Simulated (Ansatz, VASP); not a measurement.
**One calculation of Ir, two programs**

```
Ir
1.0
     0.00000    1.93606    1.93606
     1.93606    0.00000    1.93606
     1.93606    1.93606    0.00000
Ir
1
Direct
  0.00000 0.00000 0.00000
```

Alike in both runs: task single point; functional PBE; k mesh 11 × 11 × 11; occupations fermi-dirac, width 0.1 eV; no spin polarisation.

```csv
,VASP,Ansatz
version,VASP 6.6.1,Ansatz 0.2.0
potentials or method,"VASP PAW PBE potentials, release 64 (Ir), cutoff 520 eV","plane waves (420 eV) with PAW, scalar-relativistic"
valence electrons in the cell,9,17
```

VASP gave:

* pressure (GPa): 0.8

Q: Estimate Ansatz's values.

A: Pressure (GPa): 0.4.

With one functional, cell and mesh, what is left measures potentials, basis and numerics. VASP's potentials hold 9 valence electrons a cell and Ansatz's 17, so a difference there can come from the potentials and not from the codes.

Spin-orbit coupling is off throughout.
